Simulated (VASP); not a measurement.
# MgO (Cmcm) in VASP: a series of runs, part 2 of 3

VASP 6.6.1.

### Step 3. Single point, PBEsol (mode 5 frozen in at +0.073 Å, strain +e along z and -e/2 along x and y +0.0467)

Contents of INCAR:

```
PREC = Accurate
ENCUT = 520
EDIFF = 1E-6
ISMEAR = 0
SIGMA = 0.05
LREAL = False
LASPH = True
NELM = 80
ALGO = Normal
ISIF = 2
LWAVE = False
LCHARG = False
GGA = PS
NBANDS = 16
```

Contents of KPOINTS:

```
regular mesh
0
Gamma
  9 9 6
```

Contents of POSCAR:

```
MgO
1.0
    3.4131635912      0.0000000000      0.0000000000
   -1.7065817956      2.9558863772      0.0000000000
    0.0000000000      0.0000000000      4.3906063377
Mg O
2 2
Direct
    0.6787596180      0.3575192359      0.7500000000
    0.3212403820      0.6424807641      0.2500000000
    0.6577627629      0.3155255259      0.2500000000
    0.3422372371      0.6844744741      0.7500000000
```

Potentials or basis: VASP PAW PBE potentials, release 64 (Mg, O).

Run with:

```sh
cat potpaw_PBE.64/Mg/POTCAR potpaw_PBE.64/O/POTCAR > POTCAR
mpirun -np 1 vasp_std > vasp.out
```

OUTCAR:

```text
PREC = Accurate
   ENCUT = 520
   EDIFF = 1E-6
   ISMEAR = 0
   LREAL = False
   LASPH = True
   NELM = 80
   ISIF = 2
   GGA = PS

 ion  position               nearest neighbor table
   1  0.679  0.358  0.750-   4 1.96   4 1.96   4 1.99   3 2.20   3 2.20   2 2.91   2 2.91   2 2.91
                             2 2.91   2 3.05   2 3.05
   2  0.321  0.642  0.250-   3 1.96   3 1.96   3 1.99   4 2.20   4 2.20   1 2.91   1 2.91   1 2.91
                             1 2.91   1 3.05   1 3.05
   3  0.658  0.316  0.250-   2 1.96   2 1.96   2 1.99   1 2.20   1 2.20
   4  0.342  0.684  0.750-   1 1.96   1 1.96   1 1.99   2 2.20   2 2.20

  LATTYP: Found a hexagonal cell.
 ALAT       =     3.4131635912
 C/A-ratio  =     1.2863744208

  Lattice vectors:

 A1 = (   3.4131635912,   0.0000000000,   0.0000000000)
 A2 = (  -1.7065817956,   2.9558863772,   0.0000000000)
 A3 = (   0.0000000000,   0.0000000000,   4.3906063377)

Analysis of symmetry for initial positions (statically):
=====================================================================
 Subroutine PRICEL returns:
 Original cell was already a primitive cell.

 Routine SETGRP: Setting up the symmetry group for a
 hexagonal supercell.

 Subroutine GETGRP returns: Found  8 space group operations
 (whereof  4 operations were pure point group operations)
 out of a pool of 24 trial point group operations.

The static configuration has the point symmetry C_2h.
 The point group associated with its full space group is D_2h.

Analysis of symmetry for dynamics (positions and initial velocities):
=====================================================================
 Subroutine PRICEL returns:
 Original cell was already a primitive cell.

 Routine SETGRP: Setting up the symmetry group for a
 hexagonal supercell.

 Subroutine GETGRP returns: Found  8 space group operations
 (whereof  4 operations were pure point group operations)
 out of a pool of 24 trial point group operations.

The dynamic configuration has the point symmetry C_2h.
 The point group associated with its full space group is D_2h.

 Subroutine INISYM returns: Found  8 space group operations
 (whereof  4 operations are pure point group operations),
 and found     1 'primitive' translations

----------------------------------------------------------------------------------------

                                     Primitive cell

  volume of cell :      44.2965

  direct lattice vectors                    reciprocal lattice vectors
     3.413163591  0.000000000  0.000000000     0.292983320  0.169153999  0.000000000
    -1.706581796  2.955886377  0.000000000     0.000000000  0.338307997  0.000000000
     0.000000000  0.000000000  4.390606338     0.000000000  0.000000000  0.227758975

  length of vectors
     3.413163591  3.413163591  4.390606338     0.338307997  0.338307997  0.227758975

  position of ions in fractional coordinates (direct lattice)
     0.678759618  0.357519236  0.750000000
     0.321240382  0.642480764  0.250000000
     0.657762763  0.315525526  0.250000000
     0.342237237  0.684474474  0.750000000

  ion indices of the primitive-cell ions
   primitive index   ion index
                 1           1
                 2           2
                 3           3
                 4           4

[... 24 lines left out ...]
 Found    100 irreducible k-points:

 Following reciprocal coordinates:
            Coordinates               Weight
  0.000000  0.000000  0.000000      1.000000
  0.111111  0.000000  0.000000      4.000000
  0.000000  0.111111  0.000000      2.000000
  0.222222 -0.000000  0.000000      4.000000
  0.000000  0.222222  0.000000      2.000000
  0.333333  0.000000  0.000000      4.000000
[... 16 lines left out ...]
 -0.222222 -0.444444  0.000000      4.000000
  0.444444  0.333333  0.000000      4.000000
 [... further k-points ...]
   k-points           NKPTS =    100   k-points in BZ     NKDIM =    100   number of bands    NBANDS=     16
   number of dos      NEDOS =    301   number of ions     NIONS =      4
   total plane-waves  NPLWV =  28224
   dimension x,y,z NGX =    28 NGY =   28 NGZ =   36
   dimension x,y,z NGXF=    56 NGYF=   56 NGZF=   72
   ions per type =               2   2
   NGX,Y,Z   is equivalent  to a cutoff of  13.64, 13.64, 13.63 a.u.
   NGXF,Y,Z  is equivalent  to a cutoff of  27.28, 27.28, 27.26 a.u.
 SYSTEM =  unknown system
   PREC   = accura    normal or accurate (medium, high low for compatibility)
   ISTART =      0    job   : 0-new  1-cont  2-samecut
   ICHARG =      2    charge: 1-file 2-atom 10-const
   ISPIN  =      1    spin polarized calculation?
   LNONCOLLINEAR =      F non collinear calculations
   LSORBIT =      F    spin-orbit coupling
   LASPH  =      T    aspherical Exc in radial PAW
   ENCUT  =  520.0 eV  38.22 Ry    6.18 a.u.   6.35  6.35  8.16*2*pi/ulx,y,z
   NELM   =     80;   NELMIN=  2; NELMDL= -5     # of ELM steps
   EDIFF  = 0.1E-05   stopping-criterion for ELM
   LREAL  =      F    real-space projection
   EDIFFG = 0.1E-04   stopping-criterion for IOM
   NSW    =      0    number of steps for IOM
   IBRION =     -1    ionic relax: 0-MD 1-quasi-New 2-CG
   NFREE  =      0    steps in history (QN), initial steepest desc. (CG)
   ISIF   =      2    stress and relaxation
   ISYM   =      2    0-nonsym 1-usesym 2-fastsym
   POTIM  = 0.5000    time-step for ionic-motion
   TEBEG  =    0.0;   TEEND  =   0.0 temperature during run
   PSTRESS=    0.0 pullay stress
   NELECT =      16.0000    total number of electrons
   NUPDOWN=      -1.0000    fix difference up-down
   EMIN   =  10.00;   EMAX   =-10.00  energy-range for DOS
   EFERMI =   0.00;   METHOD = LEGACY
   ISMEAR =     0;   SIGMA  =   0.05  broadening in eV -4-tet -1-fermi 0-gaus
   EFERMI_NEDOS =   21; number of points for ismear=-14 and -15
   IALGO  =     38    algorithm
   IMIX   =      4    mixing-type and parameters
     AMIX     =   0.40;   BMIX     =  1.00
     AMIX_MAG =   1.60;   BMIX_MAG =  1.00
  volume/ion in A,a.u.               =      11.07        74.73
  Fermi-wavevector in a.u.,A,eV,Ry     =   1.165892  2.203217 18.494461  1.359305
  Thomas-Fermi vector in A             =   2.302412
   LORBIT       =      0    0 simple, 1 ext, 2 COOP (PROOUT), +10 PAW based schemes
   GGA     = PS    functional components
   LHFCALC =     F    Hartree Fock is set to
   AEXX    =    0.0000 exact exchange contribution
   IVDW    =     0    specifies the selected vdW correction
   LEPSILON=     F    determine dielectric tensor
   LRPA    =     F    only Hartree local field effects (RPA)
 non-spin polarized calculation
 Gauss-broadening in eV      SIGMA  =   0.05
  energy-cutoff  :      520.00
  volume of cell :       44.30
 maximum number of plane-waves:      1209
 NGX is ok and might be reduce to    28
   NGX = 13   NGY = 13   NGZ = 17

 number of electron      15.9999996 magnetization

 Free energy of the ion-electron system (eV)
  ---------------------------------------------------
  ext. energy  EPLUGINS =         0.00000000
  ---------------------------------------------------
  free energy    TOTEN  =       -24.64003808 eV

  energy without entropy =      -24.64003808  energy(sigma->0) =      -24.64003808

 E-fermi :   2.2346     XC(G=0): -10.2955

 val. band max:        1.9502232303   @ k =   0.0000   0.0000   0.0000
 cond. band min:       5.1165451456   @ k =   0.0000   0.0000   0.0000
 fundamental gap:      3.1663219153
 Fermi energy:         2.2345961245

 k-point     1 :       0.0000    0.0000    0.0000
  band No.  band energies     occupation
      1     -14.9698      2.00000
      2     -13.6817      2.00000
      3      -1.9338      2.00000
      4       0.1891      2.00000
      5       0.2611      2.00000
      6       0.8692      2.00000
[... 433 lines left out ...]
      3      -1.7592      2.00000
      4      -0.5823      2.00000
      5      -0.4240      2.00000
      6      -0.1885      2.00000
[... 8 lines left out ...]
     15      16.1038      0.00000
     16      17.0175      0.00000

 [... further k-points ...]
[... 5 lines left out ...]
  --------------------------------------------------------------------------------------
  -------------------------------------------------------------------------------------
  Total        1.5018735      0.8306257     -1.7200258      0.0000000      0.0000000      0.0000000
  in kB       54.3218545     30.0432291    -62.2122932      0.0000000      0.0000000      0.0000000
  external PRESSURE =       7.3842635 kB  Pullay stress =       0.0000000 kB

 VOLUME and BASIS-vectors are now :
 -----------------------------------------------------------------------------
  energy-cutoff  :      520.00
  volume of cell :       44.30
      direct lattice vectors                 reciprocal lattice vectors
     3.413163591  0.000000000  0.000000000     0.292983320  0.169153999  0.000000000
    -1.706581796  2.955886377  0.000000000     0.000000000  0.338307997  0.000000000
     0.000000000  0.000000000  4.390606338     0.000000000  0.000000000  0.227758975

 POSITION                                       TOTAL-FORCE (eV/Angst)
 -----------------------------------------------------------------------------------
      1.70658      1.05679      3.29295         0.000000     -0.502532      0.000000
     -0.00000      1.89910      1.09765        -0.000000      0.502532      0.000000
      1.70658      0.93266      1.09765         0.000000      0.178316     -0.000000
      0.00000      2.02323      3.29295        -0.000000     -0.178316      0.000000
 -----------------------------------------------------------------------------------
    total drift:                               -0.000000      0.000000     -0.000000

  FREE ENERGIE OF THE ION-ELECTRON SYSTEM (eV)
  ---------------------------------------------------
  free  energy   TOTEN  =       -24.6400380804 eV

  energy  without entropy=      -24.6400380804  energy(sigma->0) =      -24.64003808
```

Run time: 37 s. Hardware: 1 thread of Intel Xeon Platinum 8488C (Sapphire Rapids), shared host; peak memory 0.21 GiB.

What came out:

- Free energy: -24.6400 eV
- Pressure: 0.7 GPa
- Largest force: 0.503 eV/Å
- Band gap on the k mesh: 3.17 eV, direct

Forces in eV/Å, atoms in the order of the input:
```
Mg   0.000 -0.503  0.000
Mg   0.000  0.503  0.000
O    0.000  0.178  0.000
O    0.000 -0.178  0.000
```

Stress tensor (GPa, compression positive):
```
 5.43  0.00  0.00
 0.00  3.00  0.00
 0.00  0.00 -6.22
```

Caveat: the cell differs from its parent crystal (mode 5 frozen in at +0.073 Å, strain +e along z and -e/2 along x and y +0.0467); the PAW data sets were made with another functional, which shifts forces and pressure a little.

### Step 4. Single point, PBEsol (mode 5 frozen in at +0.049 Å, strain +e along z and -e/2 along x and y +0.0700)

Contents of INCAR:

```
  PREC = Accurate
  ENCUT = 520
  EDIFF = 1E-6
  ISMEAR = 0
  SIGMA = 0.05
  LREAL = F
  LASPH = T
  NELM = 100
  ALGO = Normal
  ISIF = 2
  LWAVE = F
  LCHARG = F
  GGA = PS
  NBANDS = 16
```

Contents of KPOINTS:

```
Automatic mesh
0
Gamma
  9 9 6
```

Contents of POSCAR:

```
MgO
1.0
    3.3724495628      0.0000000000      0.0000000000
   -1.6862247814      2.9206269943      0.0000000000
    0.0000000000      0.0000000000      4.4883431560
Mg O
2 2
Direct
    0.6747286342      0.3494572684      0.7500000000
    0.3252713658      0.6505427316      0.2500000000
    0.6607307308      0.3214614617      0.2500000000
    0.3392692692      0.6785385383      0.7500000000
```

Run with:

```sh
cat potpaw_PBE.64/Mg/POTCAR potpaw_PBE.64/O/POTCAR > POTCAR
mpirun -np 1 vasp_std > vasp.out
```

It took 35 s on 1 thread of Intel Xeon Platinum 8488C (Sapphire Rapids), shared host; peak memory 0.21 GiB.

It converged, with:

```
Free energy            : -24.5820 eV
Pressure               : 2.3 GPa
Largest force          : 0.344 eV/Å
Band gap on the k mesh : 3.17 eV, direct
```

Forces on the atoms (eV/Å):
```
Mg   0.000 -0.344  0.000
Mg   0.000  0.344  0.000
O    0.000  0.080  0.000
O    0.000 -0.080  0.000
```

Stress tensor (GPa, compression positive):
```
 8.41  0.00  0.00
 0.00  6.59  0.00
 0.00  0.00 -8.13
```

Levels at points of the mesh, in eV from the valence-band top:
```
           k point  band 5  band 6  band 7  band 8  band 9  band 10  band 11  band 12
(0.00, 0.00, 0.00)   -1.68   -1.09   -0.97    0.00    3.17     8.99    11.04    12.88
(0.00, 0.00, 0.50)   -1.39   -1.39   -1.36   -1.36    6.13     6.13    13.38    13.38
```

Caveat: the cell differs from its parent crystal (mode 5 frozen in at +0.049 Å, strain +e along z and -e/2 along x and y +0.0700); the PAW data sets were made with another functional, which shifts forces and pressure a little.

(Continued in part 3 of 3.)
